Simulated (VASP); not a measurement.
A run of VASP 6.6.1 is set up as follows.

POSCAR

```
NbRu
1.0
    3.2903130600      0.6224916600      0.6224916600
    0.6224916600      3.2903130600      0.6224916600
    0.6224916600      0.6224916600      3.2903130600
Nb Ru
1 1
Direct
    0.0000000000      0.0000000000      0.0000000000
    0.5000000000      0.5000000000      0.5000000000
```

INCAR.step1

```
PREC = Accurate
ENCUT = 520
ISMEAR = 0
SIGMA = 0.15
LREAL = False
LASPH = True
NELM = 80
NBANDS = 20
GGA = PE
ALGO = Normal
EDIFF = 1E-4
LWAVE = True
LCHARG = False
```

Contents of INCAR.step2:

```
PREC = Accurate
ENCUT = 520
EDIFF = 1E-7
ISMEAR = 0
SIGMA = 0.15
LREAL = False
LASPH = True
NELM = 80
ALGO = Normal
ISIF = 2
LWAVE = False
LCHARG = False
METAGGA = R2SCAN
LMIXTAU = True
NBANDS = 20
ISTART = 1
```

File KPOINTS:

```
regular mesh
0
Gamma
  16 16 16
```

Potentials or basis: VASP PAW PBE potentials, release 64 (Nb_sv, Ru_pv).

Run with:

```console
$ cat potpaw_PBE.64/Nb_sv/POTCAR potpaw_PBE.64/Ru_pv/POTCAR > POTCAR
$ cp INCAR.step1 INCAR
$ mpirun -np 1 vasp_std > vasp.out
$ cp INCAR.step2 INCAR
$ mpirun -np 1 vasp_std > vasp.out
```

Task: Predict the pressure.

Result: 13.5 GPa.

Stress tensor (GPa, compression positive):
```
13.54 -2.59 -2.59
-2.59 13.54 -2.59
-2.59 -2.59 13.54
```

Caveat: the PAW data sets were made with another functional, which shifts forces and pressure a little.
